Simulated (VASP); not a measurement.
Here is a VASP 6.6.1 calculation.

Contents of INCAR:

```
ALGO = Normal
EDIFF = 1E-6
ENCUT = 500
GGA = PE
GGA_COMPAT = False
ISIF = 2
ISMEAR = 1
LASPH = True
LCHARG = False
LREAL = False
LWAVE = False
NBANDS = 12
NELM = 120
PREC = Accurate
SIGMA = 0.05
```

The input KPOINTS:

```
k-points
0
Gamma
  7 7 7
```

Contents of POSCAR:

```
Nb
1.0
    0.0000000000      2.1150000000      2.1150000000
    2.1150000000      0.0000000000      2.1150000000
    2.1150000000      2.1150000000      0.0000000000
Nb
1
Direct
    0.0000000000      0.0000000000      0.0000000000
```

Potentials or basis: VASP PAW PBE potentials, release 64 (Nb_sv).

Command:

```sh
$ cat potpaw_PBE.64/Nb_sv/POTCAR > POTCAR
$ mpirun -np 1 vasp_std > vasp.out
```

(1) Estimate the band gap on the k mesh.

(2) What does it give for the pressure?

Results:

(1) zero (an odd number of electrons rules out a gap without spin polarisation).

(2) -2.7 GPa.

Caveat: the k points lie up to 0.37 Å⁻¹ apart, too coarse for converged energies and pressures of a metal.
